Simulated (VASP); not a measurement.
# Ta (P6_3/mmc) in VASP: single point with PBEsol

Aim: the single point of Ta with PBEsol.

Everything below comes from runs of VASP 6.6.1. Logs are shortened: lines on timing, memory, paths and dates and some standing lists are left out, and cuts for length are marked.

### 1 The cell of the first run

The structure is hexagonal, space group P6_3/mmc (No. 194). The conventional cell has a = 2.906 Å, b = 2.906 Å, c = 9.935 Å, α = 90.00°, β = 90.00°, γ = 120.00°. Ta (site symmetry -3m) has 12 Ta at 2.91 to 3.00 Å within 3.8 Å. Within 3.8 Å of Ta (site symmetry -6m2) lie 12 Ta at 2.91 to 3.00 Å.

This isn't the form of Ta at room conditions, which is bcc.

### 2 Single point, PBEsol

Contents of INCAR:

```
SYSTEM = Ta
  PREC = Accurate
  ENCUT = 520
  EDIFF = 1E-7
  ISMEAR = 0
  SIGMA = 0.1
  LREAL = .False.
  LASPH = .True.
  NELM = 80
  ALGO = Fast
  ISIF = 2
  LWAVE = .False.
  LCHARG = .False.
  GGA = PS
  NBANDS = 30
```

Contents of KPOINTS:

```
regular mesh
0
Gamma
  18 18 6
  0 0 0
```

Contents of POSCAR:

```
Ta
1.0
    2.9061081281      0.0000000000      0.0000000000
   -1.4530540641      2.5167634651      0.0000000000
    0.0000000000      0.0000000000      9.9353196602
Ta
4
Direct
    0.0000000000      0.0000000000      0.0000000000
    0.0000000000      0.0000000000      0.5000000000
    0.3333333333      0.6666666667      0.7500000000
    0.6666666667      0.3333333333      0.2500000000
```

Potentials or basis: VASP PAW PBE potentials, release 64 (Ta_pv).

Started as:

```console
> cat potpaw_PBE.64/Ta_pv/POTCAR > POTCAR
> mpirun -np 1 vasp_std > vasp.out
```

OUTCAR:

```text
SYSTEM = Ta
   PREC = Accurate
   ENCUT = 520
   EDIFF = 1E-7
   ISMEAR = 0
   LREAL = .False.
   LASPH = .True.
   NELM = 80
   ISIF = 2
   GGA = PS

 ion  position               nearest neighbor table
   1  0.000  0.000  0.000-   3 3.00   4 3.00   4 3.00   3 3.00   4 3.00   3 3.00
   2  0.000  0.000  0.500-   3 3.00   4 3.00   4 3.00   3 3.00   4 3.00   3 3.00
   3  0.333  0.667  0.750-   1 3.00   2 3.00   1 3.00   2 3.00   1 3.00   2 3.00
   4  0.667  0.333  0.250-   1 3.00   2 3.00   1 3.00   2 3.00   1 3.00   2 3.00

  LATTYP: Found a hexagonal cell.
 ALAT       =     2.9061081281
 C/A-ratio  =     3.4187715055

  Lattice vectors:

 A1 = (   2.9061081281,   0.0000000000,   0.0000000000)
 A2 = (  -1.4530540641,   2.5167634651,   0.0000000000)
 A3 = (   0.0000000000,   0.0000000000,   9.9353196602)

Analysis of symmetry for initial positions (statically):
=====================================================================
 Subroutine PRICEL returns:
 Original cell was already a primitive cell.

 Routine SETGRP: Setting up the symmetry group for a
 hexagonal supercell.

 Subroutine GETGRP returns: Found 24 space group operations
 (whereof 12 operations were pure point group operations)
 out of a pool of 24 trial point group operations.

The static configuration has the point symmetry D_3d.
 The point group associated with its full space group is D_6h.

Analysis of symmetry for dynamics (positions and initial velocities):
=====================================================================
 Subroutine PRICEL returns:
 Original cell was already a primitive cell.

 Routine SETGRP: Setting up the symmetry group for a
 hexagonal supercell.

 Subroutine GETGRP returns: Found 24 space group operations
 (whereof 12 operations were pure point group operations)
 out of a pool of 24 trial point group operations.

The dynamic configuration has the point symmetry D_3d.
 The point group associated with its full space group is D_6h.

 Subroutine INISYM returns: Found 24 space group operations
 (whereof 12 operations are pure point group operations),
 and found     1 'primitive' translations

----------------------------------------------------------------------------------------

                                     Primitive cell

  volume of cell :      72.6668

  direct lattice vectors                    reciprocal lattice vectors
     2.906108128  0.000000000  0.000000000     0.344102819  0.198667855  0.000000000
    -1.453054064  2.516763465  0.000000000     0.000000000  0.397335711  0.000000000
     0.000000000  0.000000000  9.935319660     0.000000000  0.000000000  0.100651014

  length of vectors
     2.906108128  2.906108128  9.935319660     0.397335711  0.397335711  0.100651014

  position of ions in fractional coordinates (direct lattice)
     0.000000000  0.000000000  0.000000000
     0.000000000  0.000000000  0.500000000
     0.333333333  0.666666667  0.750000000
     0.666666667  0.333333333  0.250000000

  ion indices of the primitive-cell ions
   primitive index   ion index
                 1           1
                 2           2
                 3           3
                 4           4

----------------------------------------------------------------------------------------

 KPOINTS: regular mesh

Automatic generation of k-mesh.
 Grid dimensions read from file:
 generate k-points for:   18   18    6

 Generating k-lattice:

  Cartesian coordinates                     Fractional coordinates (reciprocal lattice)
     0.019116823  0.011037103  0.000000000     0.055555556  0.000000000  0.000000000
     0.000000000  0.022074206  0.000000000     0.000000000  0.055555556  0.000000000
     0.000000000  0.000000000  0.016775169     0.000000000  0.000000000  0.166666667

  Length of vectors
     0.022074206  0.022074206  0.016775169

  Shift w.r.t. Gamma in fractional coordinates (k-lattice)
     0.000000000  0.000000000  0.000000000

 Subroutine IBZKPT returns following result:
 ===========================================

 Found    148 irreducible k-points:

 Following reciprocal coordinates:
            Coordinates               Weight
  0.000000  0.000000  0.000000      1.000000
  0.055556  0.000000  0.000000      6.000000
  0.111111  0.000000  0.000000      6.000000
  0.166667  0.000000  0.000000      6.000000
  0.222222  0.000000  0.000000      6.000000
  0.277778  0.000000  0.000000      6.000000
[... 16 lines left out ...]
  0.333333  0.111111  0.000000     12.000000
  0.388889  0.111111  0.000000     12.000000
 [... further k-points ...]
   k-points           NKPTS =    148   k-points in BZ     NKDIM =    148   number of bands    NBANDS=     30
   number of dos      NEDOS =    301   number of ions     NIONS =      4
   total plane-waves  NPLWV =  46080
   dimension x,y,z NGX =    24 NGY =   24 NGZ =   80
   dimension x,y,z NGXF=    48 NGYF=   48 NGZF=  160
   ions per type =               4
   NGX,Y,Z   is equivalent  to a cutoff of  13.73, 13.73, 13.39 a.u.
   NGXF,Y,Z  is equivalent  to a cutoff of  27.46, 27.46, 26.77 a.u.
 SYSTEM =  Ta
   PREC   = accura    normal or accurate (medium, high low for compatibility)
   ISTART =      0    job   : 0-new  1-cont  2-samecut
   ICHARG =      2    charge: 1-file 2-atom 10-const
   ISPIN  =      1    spin polarized calculation?
   LNONCOLLINEAR =      F non collinear calculations
   LSORBIT =      F    spin-orbit coupling
   LASPH  =      T    aspherical Exc in radial PAW
   ENCUT  =  520.0 eV  38.22 Ry    6.18 a.u.   5.40  5.40 18.47*2*pi/ulx,y,z
   NELM   =     80;   NELMIN=  2; NELMDL= -5     # of ELM steps
   EDIFF  = 0.1E-06   stopping-criterion for ELM
   LREAL  =      F    real-space projection
   EDIFFG = 0.1E-05   stopping-criterion for IOM
   NSW    =      0    number of steps for IOM
   IBRION =     -1    ionic relax: 0-MD 1-quasi-New 2-CG
   NFREE  =      0    steps in history (QN), initial steepest desc. (CG)
   ISIF   =      2    stress and relaxation
   ISYM   =      2    0-nonsym 1-usesym 2-fastsym
   POTIM  = 0.5000    time-step for ionic-motion
   TEBEG  =    0.0;   TEEND  =   0.0 temperature during run
   PSTRESS=    0.0 pullay stress
   NELECT =      44.0000    total number of electrons
   NUPDOWN=      -1.0000    fix difference up-down
   EMIN   =  10.00;   EMAX   =-10.00  energy-range for DOS
   EFERMI =   0.00;   METHOD = LEGACY
   ISMEAR =     0;   SIGMA  =   0.10  broadening in eV -4-tet -1-fermi 0-gaus
   EFERMI_NEDOS =   21; number of points for ismear=-14 and -15
   IALGO  =     68    algorithm
   IMIX   =      4    mixing-type and parameters
     AMIX     =   0.40;   BMIX     =  1.00
     AMIX_MAG =   1.60;   BMIX_MAG =  1.00
  volume/ion in A,a.u.               =      18.17       122.59
  Fermi-wavevector in a.u.,A,eV,Ry     =   1.384991  2.617254 26.098708  1.918201
  Thomas-Fermi vector in A             =   2.509443
   LORBIT       =      0    0 simple, 1 ext, 2 COOP (PROOUT), +10 PAW based schemes
   GGA     = PS    functional components
   LHFCALC =     F    Hartree Fock is set to
   AEXX    =    0.0000 exact exchange contribution
   IVDW    =     0    specifies the selected vdW correction
   LEPSILON=     F    determine dielectric tensor
   LRPA    =     F    only Hartree local field effects (RPA)
 non-spin polarized calculation
 RMM-DIIS sequential band-by-band and
 Gauss-broadening in eV      SIGMA  =   0.10
  energy-cutoff  :      520.00
  volume of cell :       72.67
 maximum number of plane-waves:      2005
 NGX is ok and might be reduce to    24
   NGX = 11   NGY = 11   NGZ = 37

 number of electron      44.0000004 magnetization

 Free energy of the ion-electron system (eV)
  ---------------------------------------------------
  ext. energy  EPLUGINS =         0.00000000
  ---------------------------------------------------
  free energy    TOTEN  =       -49.12138098 eV

  energy without entropy =      -49.10106637  energy(sigma->0) =      -49.11122367

 E-fermi :   5.6666     XC(G=0): -12.6823

 val. band max:        5.6648460761   @ k =   0.2778   0.1667   0.5000
 cond. band min:       5.6689197517   @ k =   0.4444   0.0556   0.3333
 fundamental gap:      0.0040736756
 Fermi energy:         5.6665537996

 k-point     1 :       0.0000    0.0000    0.0000
  band No.  band energies     occupation
      1     -28.8914      2.00000
      2     -28.4358      2.00000
      3     -28.3582      2.00000
      4     -27.9068      2.00000
      5     -27.9068      2.00000
      6     -27.8808      2.00000
[... 22 lines left out ...]
     29       8.6856      0.00000
     30       8.6860      0.00000

 k-point     2 :       0.0556    0.0000    0.0000
  band No.  band energies     occupation
      1     -28.8803      2.00000
      2     -28.4350      2.00000
      3     -28.3590      2.00000
      4     -27.9387      2.00000
      5     -27.9156      2.00000
      6     -27.9072      2.00000
[... 22 lines left out ...]
     29       8.4652      0.00000
     30       8.5318      0.00000

 k-point     3 :       0.1111    0.0000    0.0000
  band No.  band energies     occupation
      1     -28.8479      2.00000
      2     -28.4350      2.00000
      3     -28.3657      2.00000
      4     -28.0295      2.00000
      5     -27.9781      2.00000
      6     -27.9404      2.00000
[... 22 lines left out ...]
     29       7.9976      0.00000
     30       8.1987      0.00000

 k-point     4 :       0.1667    0.0000    0.0000
  band No.  band energies     occupation
      1     -28.7965      2.00000
      2     -28.4453      2.00000
      3     -28.3951      2.00000
      4     -28.1654      2.00000
      5     -28.0654      2.00000
      6     -28.0270      2.00000
[... 22 lines left out ...]
     29       7.5921      0.00000
     30       7.8522      0.00000

 k-point     5 :       0.2222    0.0000    0.0000
  band No.  band energies     occupation
      1     -28.7310      2.00000
      2     -28.4874      2.00000
      3     -28.4733      2.00000
      4     -28.3242      2.00000
      5     -28.1974      2.00000
      6     -28.1260      2.00000
[... 22 lines left out ...]
     29       8.1780      0.00000
     30       8.2900      0.00000
[... 526 lines left out ...]
     29       9.5229      0.00000
     30       9.6341      0.00000

 k-point    22 :       0.2778    0.1111    0.0000
  band No.  band energies     occupation
      1     -28.7439      2.00000
      2     -28.7080      2.00000
      3     -28.6147      2.00000
      4     -28.5366      2.00000
      5     -28.5364      2.00000
      6     -28.2015      2.00000
[... 22 lines left out ...]
     29       9.9142      0.00000
     30      10.3510      0.00000

 k-point    23 :       0.3333    0.1111    0.0000
  band No.  band energies     occupation
      1     -28.8417      2.00000
      2     -28.8159      2.00000
      3     -28.7033      2.00000
      4     -28.6470      2.00000
      5     -28.4562      2.00000
      6     -28.2227      2.00000
[... 22 lines left out ...]
     29      10.2843      0.00000
     30      10.6825      0.00000

 k-point    24 :       0.3889    0.1111    0.0000
  band No.  band energies     occupation
      1     -28.9066      2.00000
      2     -28.8882      2.00000
      3     -28.7609      2.00000
      4     -28.7182      2.00000
      5     -28.3837      2.00000
      6     -28.2442      2.00000
[... 22 lines left out ...]
     29      10.6327      0.00000
     30      10.9355      0.00000

 [... further k-points ...]
[... 5 lines left out ...]
  --------------------------------------------------------------------------------------
  -------------------------------------------------------------------------------------
  Total        0.0523112      0.0523112      0.0551115     -0.0000000     -0.0000000      0.0000000
  in kB        1.1533727      1.1533727      1.2151129     -0.0000000     -0.0000000      0.0000000
  external PRESSURE =       1.1739528 kB  Pullay stress =       0.0000000 kB

 VOLUME and BASIS-vectors are now :
 -----------------------------------------------------------------------------
  energy-cutoff  :      520.00
  volume of cell :       72.67
      direct lattice vectors                 reciprocal lattice vectors
     2.906108128  0.000000000  0.000000000     0.344102819  0.198667855  0.000000000
    -1.453054064  2.516763465  0.000000000     0.000000000  0.397335711  0.000000000
     0.000000000  0.000000000  9.935319660     0.000000000  0.000000000  0.100651014

 POSITION                                       TOTAL-FORCE (eV/Angst)
 -----------------------------------------------------------------------------------
      0.00000      0.00000      0.00000         0.000000     -0.000000      0.000000
      0.00000      0.00000      4.96766         0.000000     -0.000000      0.000000
     -0.00000      1.67784      7.45149        -0.000000      0.000000      0.000000
      1.45305      0.83892      2.48383         0.000000     -0.000000     -0.000000
 -----------------------------------------------------------------------------------
    total drift:                                0.000000     -0.000000     -0.000000

  FREE ENERGIE OF THE ION-ELECTRON SYSTEM (eV)
  ---------------------------------------------------
  free  energy   TOTEN  =       -49.1213809760 eV

  energy  without entropy=      -49.1010663697  energy(sigma->0) =      -49.11122367
```

Run time: 11 min. Hardware: 1 thread of Oxide Virtual Turin-like, shared host; peak memory 0.34 GiB.

What came out:

* Free energy: -49.1214 eV
* Pressure: 0.1 GPa
* Band gap on the k mesh: zero (bands 22 and 23 overlap by 1.09 eV)

Caveat: the PAW data sets were made with another functional, which shifts forces and pressure a little; spin-orbit coupling is left out, which moves the levels of the heavy elements.
